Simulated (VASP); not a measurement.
Write the native input for VASP 6.6.1 that does the following.

```yaml
Task: single point
Functional: PBE
Potentials_or_basis: VASP PAW PBE potentials, release 64 (Hf_pv, V_sv, S)
Cutoff: 520 eV
k_mesh: 6 × 6 × 4
Occupations: gaussian, width 0.1 eV
Spin: collinear spin, ferromagnetic start
Starting_moments: "[0.0, 2.0, 0.0, 0.0, 0.0] μB"
Dipole_correction: no
Further_INCAR_settings: ALGO = Normal; EDIFF = 1e-06; NBANDS = 32
```

The structure of HfVS3 lies in POSCAR:

```
HfVS3
1.0
    4.4230246525      0.0000000031      0.0000000000
   -2.2115123289      3.8304517091      0.0000000000
    0.0000000000      0.0000000000      7.4076446199
Hf V S
1 1 3
Direct
    0.0000000000      0.0000000000      0.5000000000
    0.3333333333      0.6666666667      0.5000000000
    0.3333333333      0.6666666667      0.7845037541
    0.3333333333      0.6666666667      0.2154962459
    0.0000000000      0.0000000000      0.0000000000
```

The cell was built from a structure type or drawn by symmetry, and may not be a known phase.

The input as run:

INCAR

```
  ALGO = Normal
  EDIFF = 1E-6
  ENCUT = 520
  GGA = PE
  ISIF = 2
  ISMEAR = 0
  ISPIN = 2
  LASPH = T
  LCHARG = T
  LELF = T
  LMAXMIX = 4
  LORBIT = 11
  LREAL = F
  LVHAR = T
  LWAVE = F
  MAGMOM = 0 2 0 0 0
  NBANDS = 32
  NELM = 150
  PREC = Accurate
  SIGMA = 0.1
```

KPOINTS

```
k-points
0
Gamma
  6 6 4
```

Potentials or basis: VASP PAW PBE potentials, release 64 (Hf_pv, V_sv, S).

Command:

```sh
$ cat potpaw_PBE.64/Hf_pv/POTCAR potpaw_PBE.64/V_sv/POTCAR potpaw_PBE.64/S/POTCAR > POTCAR
$ mpirun -np 1 vasp_std > vasp.out
```

It gave:

The pressure is -0.2 GPa, the largest force is 0.035 eV/Å and the net moment is 1.70 μB per cell. The site moments are Hf +0.12; V +0.47; S +0.05, +0.55 (each value once) μB. The valence electrons inside the program's atomic spheres are Hf 8.10; V 11.98; S 3.61, 3.52 (each value once).

Run time: 4.8 min on 1 thread of Intel(R) Xeon(R) Platinum 8259CL CPU @ 2.50GHz (Skylake/Cascade Lake), on a shared host, peak memory 0.38 GiB.
